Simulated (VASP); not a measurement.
# RbAl in VASP: single point with PBE

Aim: the single point of RbAl with PBE.

All numbers are computed with VASP 6.6.1; they aren't measurements. Logs are shortened: lines on timing, memory, paths and dates and some standing lists are left out, and cuts for length are marked.

### 1 The cell of the first run

The cell holds a sheet with vacuum, 4 atoms: a = 10.553 Å, b = 5.255 Å, c = 23.800 Å, α = 90.00°, β = 90.00°, γ = 89.54°.

### 2 Single point, PBE

File INCAR:

```
  PREC = Accurate
  ENCUT = 520
  EDIFF = 1E-7
  ISMEAR = 0
  SIGMA = 0.2
  LREAL = False
  LASPH = True
  NELM = 80
  ALGO = Normal
  ISIF = 2
  LWAVE = False
  LCHARG = True
  LDIPOL = True
  IDIPOL = 3
  DIPOL = 0.5 0.5 0.294
  GGA = PE
  LELF = True
  LVHAR = True
  LVACPOTAV = True
  NBANDS = 20
```

File KPOINTS:

```
regular mesh
0
Gamma
  2 4 1
```

File POSCAR:

```
RbAl
1.0
   10.5524770084      0.0418350553      0.0000000000
    0.0209175276      5.2545818900      0.0000000000
    0.0000000000      0.0000000000     23.8000000000
Rb Al
2 2
Direct
   -0.0004375992      0.0006843871      0.2886059967
    0.4950600734      0.0002730406      0.2965698924
    0.2474265743      0.5009225161      0.2966163151
    0.7579509515      0.4981200562      0.2946783842
```

Potentials or basis: VASP PAW PBE potentials, release 64 (Rb_sv, Al).

The run is started by

```console
cat potpaw_PBE.64/Rb_sv/POTCAR potpaw_PBE.64/Al/POTCAR > POTCAR
mpirun -np 1 vasp_std > vasp.out
```

OUTCAR:

```text
PREC = Accurate
   ENCUT = 520
   EDIFF = 1E-7
   ISMEAR = 0
   LREAL = False
   LASPH = True
   NELM = 80
   ISIF = 2
   GGA = PE

 ion  position               nearest neighbor table
   1  1.000  0.001  0.289-   4 3.64   4 3.69   3 3.70   3 3.73   2 5.23   2 5.33
   2  0.495  0.000  0.297-   3 3.69   3 3.72   4 3.81   4 3.83   1 5.23   1 5.33
   3  0.247  0.501  0.297-   2 3.69   1 3.70   2 3.72   1 3.73
   4  0.758  0.498  0.295-   1 3.64   1 3.69   2 3.81   2 3.83

  LATTYP: Found a simple monoclinic cell.
 ALAT       =     5.2546235243
 B/A-ratio  =     4.5293444697
 C/A-ratio  =     2.0082428144
 COS(beta)  =    -0.0079451686

  Lattice vectors:

 A1 = (   0.0209175276,   5.2545818900,   0.0000000000)
 A2 = (   0.0000000000,   0.0000000000, -23.8000000000)
 A3 = ( -10.5524770084,  -0.0418350553,   0.0000000000)

Analysis of symmetry for initial positions (statically):
=====================================================================
 Subroutine PRICEL returns:
 Original cell was already a primitive cell.

 Routine SETGRP: Setting up the symmetry group for a
 simple monoclinic supercell.

 Subroutine GETGRP returns: Found  1 space group operations
 (whereof  1 operations were pure point group operations)
 out of a pool of  4 trial point group operations.

The static configuration has the point symmetry C_1 .

Analysis of symmetry for dynamics (positions and initial velocities):
=====================================================================
 Subroutine PRICEL returns:
 Original cell was already a primitive cell.

 Routine SETGRP: Setting up the symmetry group for a
 simple monoclinic supercell.

 Subroutine GETGRP returns: Found  1 space group operations
 (whereof  1 operations were pure point group operations)
 out of a pool of  4 trial point group operations.

The dynamic configuration has the point symmetry C_1 .

 Subroutine INISYM returns: Found  1 space group operations
 (whereof  1 operations are pure point group operations),
 and found     1 'primitive' translations

----------------------------------------------------------------------------------------

                                     Primitive cell

  volume of cell :    1319.6619

  direct lattice vectors                    reciprocal lattice vectors
    10.552477008  0.041835055  0.000000000     0.094765976 -0.000377246  0.000000000
     0.020917528  5.254581890  0.000000000    -0.000754492  0.190313103  0.000000000
     0.000000000  0.000000000 23.800000000     0.000000000  0.000000000  0.042016807

  length of vectors
[... 76 lines left out ...]
   TEBEG  =    0.0;   TEEND  =   0.0 temperature during run
   PSTRESS=    0.0 pullay stress
   NELECT =      24.0000    total number of electrons
   NUPDOWN=      -1.0000    fix difference up-down
   EMIN   =  10.00;   EMAX   =-10.00  energy-range for DOS
   EFERMI =   0.00;   METHOD = LEGACY
   ISMEAR =     0;   SIGMA  =   0.20  broadening in eV -4-tet -1-fermi 0-gaus
   EFERMI_NEDOS =   21; number of points for ismear=-14 and -15
   IALGO  =     38    algorithm
   IMIX   =      4    mixing-type and parameters
     AMIX     =   0.40;   BMIX     =  1.00
     AMIX_MAG =   1.60;   BMIX_MAG =  1.00
  volume/ion in A,a.u.               =     329.92      2226.38
  Fermi-wavevector in a.u.,A,eV,Ry     =   0.430518  0.813560  2.521779  0.185345
  Thomas-Fermi vector in A             =   1.399102
   LORBIT       =      0    0 simple, 1 ext, 2 COOP (PROOUT), +10 PAW based schemes
   GGA     = PE    functional components
   LHFCALC =     F    Hartree Fock is set to
   AEXX    =    0.0000 exact exchange contribution
   IVDW    =     0    specifies the selected vdW correction
   LEPSILON=     F    determine dielectric tensor
   LRPA    =     F    only Hartree local field effects (RPA)
 non-spin polarized calculation
 Gauss-broadening in eV      SIGMA  =   0.20
  energy-cutoff  :      520.00
  volume of cell :     1319.66
 maximum number of plane-waves:     35566
 NGX is ok and might be reduce to    80
   NGX = 39   NGY = 19   NGZ = 89

 dipolmoment           0.000000      0.000000     -0.000010 electrons x Angstroem

 number of electron      24.0000000 magnetization

 dipolmoment           0.000000      0.000000      0.022922 electrons x Angstroem

 Free energy of the ion-electron system (eV)
  ---------------------------------------------------
  ext. energy  EPLUGINS =         0.00000000
  ---------------------------------------------------
  free energy    TOTEN  =        -4.73684431 eV

  energy without entropy =       -4.55111282  energy(sigma->0) =       -4.64397857

 E-fermi :  -2.1815     XC(G=0):  -1.5641

 val. band max:       -2.1985167379   @ k =   0.0000   0.5000   0.0000
 cond. band min:      -2.1716952415   @ k =   0.0000   0.5000   0.0000
 fundamental gap:      0.0268214964
 Fermi energy:        -2.1814853083

 k-point     1 :       0.0000    0.0000    0.0000
  band No.  band energies     occupation
      1     -30.3183      2.00000
      2     -30.2551      2.00000
      3     -14.4895      2.00000
      4     -14.4294      2.00000
      5     -14.4124      2.00000
      6     -14.3808      2.00000
[... 127 lines left out ...]
     19       0.8532      0.00000
     20       0.8947      0.00000

------------------------ aborting loop because EDIFF is reached ----------------------------------------

 vacuum level on the upper side and lower side of the slab       (xc-potential included)        -0.145        -0.205

  FORCE on cell =-STRESS in cart. coord.  units (eV):
  Direction    XX          YY          ZZ          XY          YZ          ZX
  --------------------------------------------------------------------------------------
  -------------------------------------------------------------------------------------
  Total        0.0921643      0.0944244     -0.0021887     -0.1175870      0.0011445     -0.0036618
  in kB        0.1118950      0.1146389     -0.0026573     -0.1427602      0.0013895     -0.0044457
  external PRESSURE =       0.0746255 kB  Pullay stress =       0.0000000 kB

 VOLUME and BASIS-vectors are now :
 -----------------------------------------------------------------------------
  energy-cutoff  :      520.00
  volume of cell :     1319.66
      direct lattice vectors                 reciprocal lattice vectors
    10.552477008  0.041835055  0.000000000     0.094765976 -0.000377246  0.000000000
     0.020917528  5.254581890  0.000000000    -0.000754492  0.190313103  0.000000000
     0.000000000  0.000000000 23.800000000     0.000000000  0.000000000  0.042016807

 POSITION                                       TOTAL-FORCE (eV/Angst)
 -----------------------------------------------------------------------------------
     10.54787      0.04541      6.86882         0.040577     -0.010134     -0.011989
      5.22412      0.02215      7.05836         0.084031     -0.006013      0.006598
      2.62144      2.64249      7.05947        -0.034254     -0.001192      0.002968
      8.00868      2.64912      7.01335        -0.090354      0.017339      0.002423
 -----------------------------------------------------------------------------------
    total drift:                               -0.000047     -0.000015      0.000044

  FREE ENERGIE OF THE ION-ELECTRON SYSTEM (eV)
  ---------------------------------------------------
  free  energy   TOTEN  =        -4.7368443136 eV

  energy  without entropy=       -4.5511128210  energy(sigma->0) =       -4.64397857

 vacuum level on the upper side and lower side of the slab         0.640         0.565
```

stdout:

```text
POSCAR found type information on POSCAR RbAl
 POSCAR found :  2 types and       4 ions
 scaLAPACK will be used
 LDA part: xc-table for (Slater+PW92), standard interpolation
 POSCAR, INCAR and KPOINTS ok, starting setup
 FFT: planning ... GRIDC
 FFT: planning ... GRID_SOFT
 FFT: planning ... GRID
 WAVECAR not read
 entering main loop
```

It took 6.5 min on 1 thread of Oxide Virtual Turin-like, shared host; peak memory 1 GiB.

What came out:

```
Free energy                            : -4.7368 eV
Largest force                          : 0.092 eV/Å
Band gap on the k mesh                 : 0.03 eV, direct
Ionisation potential of the upper face : 2.84 eV
```

Forces in eV/Å, atoms in the order of the input:
```
Rb   0.041 -0.010 -0.012
Rb   0.084 -0.006  0.007
Al  -0.034 -0.001  0.003
Al  -0.090  0.017  0.002
```

Levels at points of the mesh, in eV from the valence-band top:
```tsv
k point	band 9	band 10	band 11	band 12	band 13	band 14	band 15	band 16
(0.00, 0.00, 0.00)	-4.74	-4.28	-0.88	-0.03	0.24	0.74	1.19	1.21
(0.50, 0.00, 0.00)	-4.55	-4.51	-0.14	-0.08	0.09	0.11	0.93	0.97
(0.00, 0.50, 0.00)	-4.28	-4.28	-0.88	0.00	0.03	0.25	0.70	0.79
(0.50, 0.50, 0.00)	-4.28	-4.28	-0.53	-0.48	0.28	0.34	0.44	0.49
```
